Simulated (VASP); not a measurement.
Input of a VASP 6.6.1 run:

POSCAR

```
Li5NbO5
1.0
    4.6993800436     -1.9820946577     -0.0010965468
    4.6993800436      1.9820946577     -0.0010965468
   -1.8170868622      0.0000000000      5.3624121870
Li Nb O
5 1 5
Direct
    0.7074526226      0.7074526226      0.3431522859
    0.6885246022      0.6885246022      0.8570597416
    0.0000000000      0.0000000000      0.5000000000
    0.3114753978      0.3114753978      0.1429402584
    0.2925473774      0.2925473774      0.6568477141
    0.0000000000      0.0000000000      0.0000000000
    0.8504985063      0.8504985063      0.1750052630
    0.8404602562      0.8404602562      0.6765228271
    0.5000000000      0.5000000000      0.0000000000
    0.1595397438      0.1595397438      0.3234771729
    0.1495014937      0.1495014937      0.8249947370
```

INCAR.step1

```
SYSTEM = Li5NbO5
ALGO     = Normal         ! electronic algorithm
EDIFF    = 1E-4           ! SCF threshold, eV
ENCUT    = 520            ! plane-wave cutoff, eV
GGA      = PE             ! functional
ISMEAR   = 0              ! smearing method
LASPH    = .True.         ! aspherical terms in the spheres
LCHARG   = .False.        ! write CHGCAR
LREAL    = .False.        ! projectors in reciprocal space
LWAVE    = .True.         ! write WAVECAR
NBANDS   = 40             ! bands
NELM     = 60             ! most SCF steps
PREC     = Accurate       ! precision mode
SIGMA    = 0.02           ! smearing width, eV
```

Contents of INCAR.step2:

```
SYSTEM = Li5NbO5
ALGO     = Normal         ! electronic algorithm
EDIFF    = 1E-6           ! SCF threshold, eV
ENCUT    = 520            ! plane-wave cutoff, eV
ISIF     = 2              ! what is computed and relaxed
ISMEAR   = 0              ! smearing method
ISTART   = 1            
LASPH    = .True.         ! aspherical terms in the spheres
LCHARG   = .False.        ! write CHGCAR
LMIXTAU  = .True.       
LREAL    = .False.        ! projectors in reciprocal space
LWAVE    = .False.        ! write WAVECAR
METAGGA  = R2SCAN         ! meta-GGA
NBANDS   = 40             ! bands
NELM     = 60             ! most SCF steps
PREC     = Accurate       ! precision mode
SIGMA    = 0.02           ! smearing width, eV
```

Contents of KPOINTS:

```
k-points
0
Gamma
  6 6 4
  0 0 0
```

Potentials or basis: VASP PAW PBE potentials, release 64 (Li_sv, Nb_sv, O).

Run with:

```bash
$ cat potpaw_PBE.64/Li_sv/POTCAR potpaw_PBE.64/Nb_sv/POTCAR potpaw_PBE.64/O/POTCAR > POTCAR
$ cp INCAR.step1 INCAR
$ mpirun -np 1 vasp_std > vasp.out
$ cp INCAR.step2 INCAR
$ mpirun -np 1 vasp_std > vasp.out
```

(1) Predict the largest force.

(2) Predict the band gap on the k mesh.

Results:

(1) 0.046 eV/Å.

(2) 3.64 eV.

Caveat: the PAW data sets were made with another functional, which shifts forces and pressure a little.
